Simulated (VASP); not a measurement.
# LiBeF3: vibrations by perturbation theory with PBE

Crystal: LiBeF3.

```
Li Be F
1.0
     2.76767    0.00000    0.00000
     0.00000    2.61398    4.08521
     0.00000   -2.61398    4.08521
Li Be F
1 1 3
Direct
  0.50000 0.69390 0.69390
  0.00000 0.05474 0.05474
  0.00000 0.90511 0.40094
  0.00000 0.40094 0.90511
  0.50000 0.94462 0.94462
```

```
Program                : VASP 6.6.1
Task                   : vibrations by perturbation theory
Functional             : PBE
Potentials or basis    : VASP PAW PBE potentials, release 64 (Li_sv, Be, F)
Cutoff                 : 520 eV
k mesh                 : 8 × 6 × 6
Occupations            : gaussian, width 0.01 eV
Spin                   : no spin polarisation
Dipole correction      : no
Further INCAR settings : ALGO = Normal; EDIFF = 1e-08; NBANDS = 21; IBRION = 8; NSW = 1
```

- Electronic dielectric tensor (diagonal): 1.80, 1.76, 1.73
- Born charges (mean of the diagonal): Li +1.05; Be +1.77; F -0.93, -0.95 (each value once) e
- Highest phonon frequency at Γ, LO-TO splitting left out: 893 cm⁻¹

Phonon frequencies in cm⁻¹ (negative: imaginary):
| q point | frequencies |
| --- | --- |
| (0.000, 0.000, 0.000) | -1 -1 -1 50 208 275 304 314 349 391 454 481 540 785 893 |

Electronic dielectric tensor:
```
1.80 0.00 0.00
0.00 1.76 0.00
0.00 0.00 1.73
```

Born effective charge tensors (e):
atom 1, Li
```
1.08 0.00 0.00
0.00 1.11 0.00
0.00 0.00 0.95
```
atom 2, Be
```
1.96 0.00 0.00
0.00 1.78 0.00
0.00 0.00 1.55
```
atom 3, F
```
-0.87  0.00  0.00
 0.00 -1.15  0.27
 0.00  0.27 -0.76
```
atom 4, F
```
-0.87  0.00  0.00
 0.00 -1.15 -0.27
 0.00 -0.27 -0.76
```
atom 5, F
```
-1.29  0.00  0.00
 0.00 -0.59  0.00
 0.00  0.00 -0.97
```

Run time: 36 min on 1 × NVIDIA H100 80GB with 1 thread of Intel(R) Xeon(R) Platinum 8481C CPU @ 2.70GHz (Sapphire Rapids), on a shared host, peak memory 1.5 GiB.
